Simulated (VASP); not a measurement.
# Ga2O3 (C2/m) in VASP: further runs

The runs below take Ga2O3 through single point, with PBE, RPBE+D4.

All numbers are computed with VASP 6.6.1; they aren't measurements. Logs are shortened: lines on timing, memory, paths and dates and some standing lists are left out, and cuts for length are marked.

## 1. The cell of the first run

Symmetry: C2/m, No. 12, monoclinic system. Conventional cell: a = 12.049 Å, b = 2.996 Å, c = 5.720 Å, α = 90.00°, β = 103.83°, γ = 90.00°. Within 2.5 Å of Ga (site symmetry m) lie 6 O at 1.91 to 2.05 Å. Within 2.4 Å of Ga (site symmetry m) lie 4 O at 1.81 to 1.84 Å. Within 2.4 Å of O (site symmetry m) lie 3 Ga at 1.81 to 1.91 Å. O (site symmetry m) has 4 Ga at 1.84 to 2.05 Å within 2.4 Å. Within 2.4 Å of O (site symmetry m) lie 3 Ga at 1.81 to 1.91 Å.

## 2. Single point, PBE

INCAR reads:

```
ALGO = Normal ; EDIFF = 1E-7
ENCUT = 520 ; GGA = PE
ISIF = 2 ; ISMEAR = -1
LASPH = T ; LCHARG = F
LREAL = F ; LWAVE = F
NBANDS = 55 ; NELM = 80
PREC = Accurate ; SIGMA = 0.05
```

KPOINTS reads:

```
k-points
0
Gamma
  9 9 5
```

POSCAR reads:

```
Ga2O3
1.0
    6.0244628552     -1.4980265382      0.0000000000
    6.0244628552      1.4980265382      0.0000000000
   -1.3672570200      0.0000000000      5.5539182113
Ga O
4 6
Direct
    0.3413400000      0.3413400000      0.6859800000
    0.6586600000      0.6586600000      0.3140200000
    0.9095000000      0.9095000000      0.2054000000
    0.0905000000      0.0905000000      0.7946000000
    0.5041000000      0.5041000000      0.7434000000
    0.4959000000      0.4959000000      0.2566000000
    0.8267000000      0.8267000000      0.4368000000
    0.1733000000      0.1733000000      0.5632000000
    0.8355000000      0.8355000000      0.8902000000
    0.1645000000      0.1645000000      0.1098000000
```

Potentials or basis: VASP PAW PBE potentials, release 64 (Ga_d, O).

The run is started by

```
$ cat potpaw_PBE.64/Ga_d/POTCAR potpaw_PBE.64/O/POTCAR > POTCAR
$ mpirun -np 1 vasp_std > vasp.out
```

OUTCAR:

```text
EDIFF = 1E-7
   ENCUT = 520
   GGA = PE
   ISIF = 2
   ISMEAR = -1
   LASPH = T
   LREAL = F
   NELM = 80
   PREC = Accurate

 ion  position               nearest neighbor table
   1  0.341  0.341  0.686-   5 1.91   9 1.91   9 1.91   8 1.98   7 2.05   7 2.05
   2  0.659  0.659  0.314-   6 1.91  10 1.91  10 1.91   7 1.98   8 2.05   8 2.05
   3  0.910  0.910  0.205-   6 1.81   6 1.81   9 1.81   7 1.84
   4  0.090  0.090  0.795-   5 1.81   5 1.81  10 1.81   8 1.84
   5  0.504  0.504  0.743-   4 1.81   4 1.81   1 1.91
   6  0.496  0.496  0.257-   3 1.81   3 1.81   2 1.91
   7  0.827  0.827  0.437-   3 1.84   2 1.98   1 2.05   1 2.05
   8  0.173  0.173  0.563-   4 1.84   1 1.98   2 2.05   2 2.05
   9  0.836  0.836  0.890-   3 1.81   1 1.91   1 1.91
  10  0.164  0.164  0.110-   4 1.81   2 1.91   2 1.91

  LATTYP: Found a base centered monoclinic cell.
 ALAT       =    12.0489257104
 B/A-ratio  =     0.2486572785
 C/A-ratio  =     0.4747093499
 COS(beta)  =    -0.2390419096

  Lattice vectors:

 A1 = (   6.0244628552,  -1.4980265382,   0.0000000000)
 A2 = (   6.0244628552,   1.4980265382,   0.0000000000)
 A3 = (  -1.3672570200,   0.0000000000,   5.5539182113)

Analysis of symmetry for initial positions (statically):
=====================================================================
 Subroutine PRICEL returns:
 Original cell was already a primitive cell.

 Routine SETGRP: Setting up the symmetry group for a
 base centered monoclinic supercell.

 Subroutine GETGRP returns: Found  4 space group operations
 (whereof  4 operations were pure point group operations)
 out of a pool of  4 trial point group operations.

The static configuration has the point symmetry C_2h.

Analysis of symmetry for dynamics (positions and initial velocities):
=====================================================================
 Subroutine PRICEL returns:
 Original cell was already a primitive cell.

 Routine SETGRP: Setting up the symmetry group for a
 base centered monoclinic supercell.

 Subroutine GETGRP returns: Found  4 space group operations
 (whereof  4 operations were pure point group operations)
 out of a pool of  4 trial point group operations.

The dynamic configuration has the point symmetry C_2h.

 Subroutine INISYM returns: Found  4 space group operations
 (whereof  4 operations are pure point group operations),
 and found     1 'primitive' translations

----------------------------------------------------------------------------------------

                                     Primitive cell

  volume of cell :     100.2461

  direct lattice vectors                    reciprocal lattice vectors
     6.024462855 -1.498026538  0.000000000     0.082994951 -0.333772458  0.020431599
     6.024462855  1.498026538  0.000000000     0.082994951  0.333772458  0.020431599
    -1.367257020  0.000000000  5.553918211     0.000000000  0.000000000  0.180053066

  length of vectors
     6.207917219  6.207917219  5.719737691     0.344542691  0.344542691  0.180053066

  position of ions in fractional coordinates (direct lattice)
     0.341340000  0.341340000  0.685980000
     0.658660000  0.658660000  0.314020000
     0.909500000  0.909500000  0.205400000
     0.090500000  0.090500000  0.794600000
     0.504100000  0.504100000  0.743400000
     0.495900000  0.495900000  0.256600000
     0.826700000  0.826700000  0.436800000
     0.173300000  0.173300000  0.563200000
     0.835500000  0.835500000  0.890200000
     0.164500000  0.164500000  0.109800000

  ion indices of the primitive-cell ions
   primitive index   ion index
                 1           1
                 2           2
                 3           3
                 4           4
                 5           5
                 6           6
                 7           7
                 8           8
                 9           9
                10          10

----------------------------------------------------------------------------------------

 KPOINTS: k-points

Automatic generation of k-mesh.
 Grid dimensions read from file:
 generate k-points for:    9    9    5

 Generating k-lattice:

  Cartesian coordinates                     Fractional coordinates (reciprocal lattice)
     0.009221661 -0.037085829  0.002270178     0.111111111 -0.000000000  0.000000000
     0.009221661  0.037085829  0.002270178    -0.000000000  0.111111111  0.000000000
     0.000000000  0.000000000  0.036010613     0.000000000  0.000000000  0.200000000

  Length of vectors
     0.038282521  0.038282521  0.036010613

  Shift w.r.t. Gamma in fractional coordinates (k-lattice)
     0.000000000  0.000000000  0.000000000

 Subroutine IBZKPT returns following result:
 ===========================================

 Found    115 irreducible k-points:

 Following reciprocal coordinates:
            Coordinates               Weight
  0.000000  0.000000  0.000000      1.000000
  0.111111 -0.000000  0.000000      4.000000
  0.222222 -0.000000  0.000000      4.000000
  0.333333 -0.000000 -0.000000      4.000000
  0.444444 -0.000000  0.000000      4.000000
  0.111111  0.111111  0.000000      2.000000
[... 16 lines left out ...]
 -0.333333  0.333333  0.000000      2.000000
  0.444444  0.444444  0.000000      2.000000
 [... further k-points ...]
   k-points           NKPTS =    115   k-points in BZ     NKDIM =    115   number of bands    NBANDS=     55
   number of dos      NEDOS =    301   number of ions     NIONS =     10
   total plane-waves  NPLWV = 110592
   dimension x,y,z NGX =    48 NGY =   48 NGZ =   48
   dimension x,y,z NGXF=    96 NGYF=   96 NGZF=   96
   ions per type =               4   6
   NGX,Y,Z   is equivalent  to a cutoff of  12.85, 12.85, 13.95 a.u.
   NGXF,Y,Z  is equivalent  to a cutoff of  25.71, 25.71, 27.90 a.u.
 SYSTEM =  unknown system
   PREC   = accura    normal or accurate (medium, high low for compatibility)
   ISTART =      0    job   : 0-new  1-cont  2-samecut
   ICHARG =      2    charge: 1-file 2-atom 10-const
   ISPIN  =      1    spin polarized calculation?
   LNONCOLLINEAR =      F non collinear calculations
   LSORBIT =      F    spin-orbit coupling
   LASPH  =      T    aspherical Exc in radial PAW
   ENCUT  =  520.0 eV  38.22 Ry    6.18 a.u.  11.54 11.54 10.63*2*pi/ulx,y,z
   NELM   =     80;   NELMIN=  2; NELMDL= -5     # of ELM steps
   EDIFF  = 0.1E-06   stopping-criterion for ELM
   LREAL  =      F    real-space projection
   EDIFFG = 0.1E-05   stopping-criterion for IOM
   NSW    =      0    number of steps for IOM
   IBRION =     -1    ionic relax: 0-MD 1-quasi-New 2-CG
   NFREE  =      0    steps in history (QN), initial steepest desc. (CG)
   ISIF   =      2    stress and relaxation
   ISYM   =      2    0-nonsym 1-usesym 2-fastsym
   POTIM  = 0.5000    time-step for ionic-motion
   TEBEG  =    0.0;   TEEND  =   0.0 temperature during run
   PSTRESS=    0.0 pullay stress
   NELECT =      88.0000    total number of electrons
   NUPDOWN=      -1.0000    fix difference up-down
   EMIN   =  10.00;   EMAX   =-10.00  energy-range for DOS
   EFERMI =   0.00;   METHOD = LEGACY
   ISMEAR =    -1;   SIGMA  =   0.05  broadening in eV -4-tet -1-fermi 0-gaus
   EFERMI_NEDOS =   21; number of points for ismear=-14 and -15
   IALGO  =     38    algorithm
   IMIX   =      4    mixing-type and parameters
     AMIX     =   0.40;   BMIX     =  1.00
     AMIX_MAG =   1.60;   BMIX_MAG =  1.00
  volume/ion in A,a.u.               =      10.02        67.65
  Fermi-wavevector in a.u.,A,eV,Ry     =   1.567521  2.962185 33.431163  2.457121
  Thomas-Fermi vector in A             =   2.669688
   LORBIT       =      0    0 simple, 1 ext, 2 COOP (PROOUT), +10 PAW based schemes
   GGA     = PE    functional components
   LHFCALC =     F    Hartree Fock is set to
   AEXX    =    0.0000 exact exchange contribution
   IVDW    =     0    specifies the selected vdW correction
   LEPSILON=     F    determine dielectric tensor
   LRPA    =     F    only Hartree local field effects (RPA)
 non-spin polarized calculation
  energy-cutoff  :      520.00
  volume of cell :      100.25
 maximum number of plane-waves:      2721
 NGX is ok and might be reduce to    48
   NGX = 23   NGY = 23   NGZ = 21

 number of electron      88.0000009 magnetization

 Free energy of the ion-electron system (eV)
  ---------------------------------------------------
  ext. energy  EPLUGINS =         0.00000000
  ---------------------------------------------------
  free energy    TOTEN  =       -59.10774025 eV

  energy without entropy =      -59.10774025  energy(sigma->0) =      -59.10774025

 E-fermi :   5.4383     XC(G=0): -11.8709

 val. band max:        4.2971235972   @ k =  -0.4444   0.4444   0.4000
 cond. band min:       7.1030728190   @ k =   0.0000   0.0000   0.0000
 fundamental gap:      2.8059492218
 Fermi energy:         5.4383240953

 k-point     1 :       0.0000    0.0000    0.0000
  band No.  band energies     occupation
      1     -14.9511      2.00000
      2     -13.6878      2.00000
      3     -13.6538      2.00000
      4     -13.5261      2.00000
      5     -13.0182      2.00000
      6     -13.0065      2.00000
[... 47 lines left out ...]
     54      17.0664      0.00000
     55      17.3920      0.00000

 k-point     2 :       0.1111   -0.0000    0.0000
  band No.  band energies     occupation
      1     -14.8475      2.00000
      2     -13.6627      2.00000
      3     -13.6426      2.00000
      4     -13.4509      2.00000
      5     -13.0204      2.00000
      6     -13.0064      2.00000
[... 47 lines left out ...]
     54      16.3135      0.00000
     55      16.4709      0.00000

 k-point     3 :       0.2222   -0.0000    0.0000
  band No.  band energies     occupation
      1     -14.5600      2.00000
      2     -13.6233      2.00000
      3     -13.5408      2.00000
      4     -13.3251      2.00000
      5     -13.0236      2.00000
      6     -13.0059      2.00000
[... 1152 lines left out ...]
 k-point    23 :      -0.3333    0.3333    0.0000
  band No.  band energies     occupation
      1     -13.9051      2.00000
      2     -13.8786      2.00000
      3     -13.3933      2.00000
      4     -13.2642      2.00000
      5     -13.0030      2.00000
      6     -13.0020      2.00000
[... 47 lines left out ...]
     54      15.9448      0.00000
     55      16.1701      0.00000

 k-point    24 :       0.4444    0.4444    0.0000
  band No.  band energies     occupation
      1     -14.6008      2.00000
      2     -14.3588      2.00000
      3     -13.6653      2.00000
      4     -13.2219      2.00000
      5     -13.0311      2.00000
      6     -13.0105      2.00000
[... 47 lines left out ...]
     54      16.8634      0.00000
     55      17.1785      0.00000

 [... further k-points ...]

------------------------ aborting loop because EDIFF is reached ----------------------------------------

  FORCE on cell =-STRESS in cart. coord.  units (eV):
  Direction    XX          YY          ZZ          XY          YZ          ZX
  --------------------------------------------------------------------------------------
  -------------------------------------------------------------------------------------
  Total       12.0558606     13.5325026     12.1676267      0.0000000      0.0000000      0.2043984
  in kB      192.6821509    216.2825033    194.4684466      0.0000000      0.0000000      3.2667866
  external PRESSURE =     201.1443669 kB  Pullay stress =       0.0000000 kB

 VOLUME and BASIS-vectors are now :
 -----------------------------------------------------------------------------
  energy-cutoff  :      520.00
  volume of cell :      100.25
      direct lattice vectors                 reciprocal lattice vectors
     6.024462855 -1.498026538  0.000000000     0.082994951 -0.333772458  0.020431599
     6.024462855  1.498026538  0.000000000     0.082994951  0.333772458  0.020431599
    -1.367257020  0.000000000  5.553918211     0.000000000  0.000000000  0.180053066

 POSITION                                       TOTAL-FORCE (eV/Angst)
 -----------------------------------------------------------------------------------
      3.17487      0.00000      3.80988         0.041166      0.000000     -0.142809
      7.50680      0.00000      1.74404        -0.041166      0.000000      0.142809
     10.67766      0.00000      1.14077        -0.231802      0.000000     -0.053548
      0.00401      0.00000      4.41314         0.231802      0.000000      0.053548
      5.05744      0.00000      4.12878        -0.355924      0.000000     -0.135753
      5.62422      0.00000      1.42514         0.355924      0.000000      0.135753
      9.36363      0.00000      2.42595         0.073199      0.000000      0.109382
      1.31804      0.00000      3.12797        -0.073199      0.000000     -0.109382
      8.84975      0.00000      4.94410        -0.463489      0.000000      0.106182
      1.83192      0.00000      0.60982         0.463489      0.000000     -0.106182
 -----------------------------------------------------------------------------------
    total drift:                                0.000000      0.000000      0.000000

  FREE ENERGIE OF THE ION-ELECTRON SYSTEM (eV)
  ---------------------------------------------------
  free  energy   TOTEN  =       -59.1077402481 eV

  energy  without entropy=      -59.1077402481  energy(sigma->0) =      -59.10774025
```

Run time: 12 min. Hardware: 1 thread of Intel Xeon 6975P-C (Granite Rapids), shared host; peak memory 0.62 GiB.

What came out:

```yaml
Free_energy: -59.1077 eV
Pressure: 20.1 GPa
Largest_force: 0.475 eV/Å
Band_gap_on_the_k_mesh: 2.81 eV (least direct gap 2.82 eV)
```

Forces in eV/Å, atoms in the order of the input:
```
Ga   0.041  0.000 -0.143
Ga  -0.041  0.000  0.143
Ga  -0.232  0.000 -0.054
Ga   0.232  0.000  0.054
O   -0.356  0.000 -0.136
O    0.356  0.000  0.136
O    0.073  0.000  0.109
O   -0.073  0.000 -0.109
O   -0.463  0.000  0.106
O    0.463  0.000 -0.106
```

Caveat: the cell stands under pressure.

## 3. Single point, RPBE+D4

This run uses another cell than the first one, of 10.23 Å³/atom.

INCAR reads:

```
SYSTEM = Ga2O3
PREC = Accurate
ENCUT = 520
EDIFF = 1E-7
ISMEAR = -1
SIGMA = 0.05
LREAL = .False.
LASPH = .True.
NELM = 80
ALGO = Normal
ISIF = 2
LWAVE = .False.
LCHARG = .False.
GGA = RP
IVDW = 13
NBANDS = 55
```

KPOINTS reads:

```
regular mesh
0
Gamma
  9 9 5
  0 0 0
```

POSCAR, as its differences from that of step 2:

```diff
@@ -2,5 +2,5 @@
 1.0
-    6.0244628552     -1.4980265382      0.0000000000
-    6.0244628552      1.4980265382      0.0000000000
-   -1.3672570200      0.0000000000      5.5539182113
+    6.0660121878     -1.5083580822      0.0000000000
+    6.0660121878      1.5083580822      0.0000000000
+   -1.3766866767      0.0000000000      5.5922223059
 Ga O
```

Potentials or basis: VASP PAW PBE potentials, release 64 (Ga_d, O).

The run is started by

```
$ cat potpaw_PBE.64/Ga_d/POTCAR potpaw_PBE.64/O/POTCAR > POTCAR
$ mpirun -np 1 vasp_std > vasp.out
```

Wall time 12 min (1 thread of Intel Xeon 6975P-C (Granite Rapids), shared host); peak memory 0.63 GiB.

Results (log left out):

* Free energy: -61.8768 eV
* Pressure: 8.4 GPa
* Largest force: 0.422 eV/Å
* Band gap on the k mesh: 2.72 eV (least direct gap 2.73 eV)
* Dispersion energy per atom: -0.672 eV

Forces in eV/Å, atoms in the order of the input:
```
Ga   0.052  0.000 -0.053
Ga  -0.052  0.000  0.053
Ga  -0.183  0.000 -0.060
Ga   0.183  0.000  0.060
O   -0.270  0.000 -0.102
O    0.270  0.000  0.102
O    0.109  0.000  0.029
O   -0.109  0.000 -0.029
O   -0.399  0.000  0.137
O    0.399  0.000 -0.137
```

Stress tensor (GPa, compression positive):
```
7.65 0.00 0.24
0.00 9.69 0.00
0.24 0.00 7.88
```

Levels at points of the mesh, in eV from the valence-band top:
```tsv
k point	band 40	band 41	band 42	band 43	band 44	band 45	band 46	band 47	band 48	band 49
(0.00, 0.00, 0.00)	-0.66	-0.65	-0.47	-0.27	-0.02	2.72	6.01	7.02	7.11	8.07
```

Caveat: the cell stands under pressure; the PAW data sets were made with another functional, which shifts forces and pressure a little. A k mesh can miss the band edges.
